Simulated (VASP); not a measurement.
Set up this calculation in VASP 6.6.1, as the native input.

* Task: single point
* Functional: PBEsol
* Potentials or basis: VASP PAW PBE potentials, release 64 (Ta_pv, N)
* Cutoff: 520 eV
* k mesh: 8 × 8 × 4
* Occupations: gaussian, width 0.02 eV
* Spin: no spin polarisation
* Dipole correction: no
* Further INCAR settings: LREAL = Auto; ALGO = Normal; EDIFF = 1e-06; NBANDS = 72

The structure of Ta3N5 lies in POSCAR:

```
Ta3N5
1.0
    1.9388796021     -5.1080237832      0.0000000000
    1.9388796021      5.1080237832      0.0000000000
    0.0000000000      0.0000000000     10.2378004131
Ta N
6 10
Direct
    0.8012203469      0.1987796531      0.2500000000
    0.1987796531      0.8012203469      0.7500000000
    0.8662888859      0.1337111141      0.5592971545
    0.1337111141      0.8662888859      0.0592971545
    0.1337111141      0.8662888859      0.4407028455
    0.8662888859      0.1337111141      0.9407028455
    0.2358544585      0.7641455415      0.2500000000
    0.7641455415      0.2358544585      0.7500000000
    0.9529959641      0.0470040359      0.1199197808
    0.0470040359      0.9529959641      0.6199197808
    0.0470040359      0.9529959641      0.8800802192
    0.9529959641      0.0470040359      0.3800802192
    0.6913044229      0.3086955771      0.0732978143
    0.3086955771      0.6913044229      0.5732978143
    0.3086955771      0.6913044229      0.9267021857
    0.6913044229      0.3086955771      0.4267021857
```

These files were run (other wordings do the same):

INCAR

```
ALGO = Normal
EDIFF = 1E-6
ENCUT = 520
GGA = PS
ISIF = 2
ISMEAR = 0
KPAR = 4
LASPH = True
LCHARG = False
LREAL = Auto
LWAVE = False
NBANDS = 72
NELM = 80
PREC = Accurate
SIGMA = 0.02
```

KPOINTS

```
k-points
0
Gamma
  8 8 4
```

Potentials or basis: VASP PAW PBE potentials, release 64 (Ta_pv, N).

The run is started by

```console
$ cat potpaw_PBE.64/Ta_pv/POTCAR potpaw_PBE.64/N/POTCAR > POTCAR
$ mpirun -np 4 vasp_std > vasp.out
```

It gave:

```
Pressure               : 0.8 GPa
Largest force          : 0.057 eV/Å
Band gap on the k mesh : 1.13 eV (least direct gap 1.39 eV)
```

Caveat: the PAW data sets were made with another functional, which shifts forces and pressure a little; spin-orbit coupling is left out, which moves the levels of the heavy elements.

It took 21 min on 4 MPI ranks on Intel(R) Xeon(R) Platinum 8259CL CPU @ 2.50GHz (Skylake/Cascade Lake) (shared host), peak memory 0.73 GiB a rank.
